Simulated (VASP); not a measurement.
Here is a VASP 6.6.1 calculation.

Contents of INCAR:

```
SYSTEM = Rb7MnO8
PREC = Accurate ; ENCUT = 520
EDIFF = 1E-6 ; ISMEAR = -1
SIGMA = 0.05 ; LREAL = Auto
LASPH = .True. ; NELM = 200
ALGO = Normal ; ISIF = 2
LWAVE = .False. ; LCHARG = .False.
ISPIN = 2 ; MAGMOM = 4.5 0 0 0 0 0 0 0 0 0 0 0 0 0 0 0
LORBIT = 11 ; LMAXMIX = 4
LDAU = .True. ; LDAUTYPE = 2
LDAUL = 2 -1 -1 ; LDAUU = 3.6 0 0
LDAUJ = 0 0 0 ; LDAUPRINT = 1
NBANDS = 81 ; GGA_COMPAT = .False.
```

Contents of KPOINTS:

```
regular mesh
0
Gamma
  2 2 2
  0 0 0
```

The input POSCAR:

```
Rb7MnO8
1.0
    8.4020000000      0.0000000000      0.0000000000
    0.0000000000      5.9830000000      0.0000000000
    0.0000000000      0.0000000000      7.0750000000
Mn Rb O
1 7 8
Direct
    0.9983360700      0.0125265000      0.2593442600
    0.5036256100      0.9976074200      0.2461665700
    0.9923699500      0.0042229100      0.7513017000
    0.5033078300      0.9962090900      0.7459111500
    0.2477463400      0.4964081300      0.7593156300
    0.7591077300      0.4992675700      0.7511118400
    0.2506119800      0.5039093700      0.2454397400
    0.7505755700      0.5007934200      0.2545945100
    0.2452438600      0.1088393800      0.5035794000
    0.7463563800      0.1317495900      0.5053170900
    0.2491496900      0.8773070000      0.5110054700
    0.7447299100      0.8709022400      0.5058079200
    0.9999040000      0.6221712600      0.9994135300
    0.4963802600      0.6113800500      0.0036540900
    0.9922271300      0.3781259700      0.0046710100
    0.4989461900      0.3703699800      0.9944856800
```

Potentials or basis: VASP PAW LDA potentials, release 64 (Mn_sv, Rb_sv, O).

Run with:

```console
$ cat potpaw_LDA.64/Mn_sv/POTCAR potpaw_LDA.64/Rb_sv/POTCAR potpaw_LDA.64/O/POTCAR > POTCAR
$ mpirun -np 1 vasp_std > vasp.out
```

Task: What does it give for the largest force?

Result: 2.851 eV/Å.

Task: What does it give for the site moments?

Result: Mn +4.58; Rb +0.00, +0.01 (each value once); O +0.05, +0.03, +0.08, +0.00 (each value once) μB.

Task: Estimate the net moment.

Result: 5.99 μB per cell.

Eigenvalues of the final occupation matrices:
| site | spin | trace | eigenvalues |
| --- | --- | --- | --- |
| site 1 d | 1 | 4.53 | 0.90 0.90 0.91 0.91 0.91 |
| site 1 d | 2 | 0.09 | 0.00 0.01 0.01 0.03 0.04 |

Caveat: the k points lie up to 0.53 Å⁻¹ apart. The state reached can hang on the start; a lower one may exist.
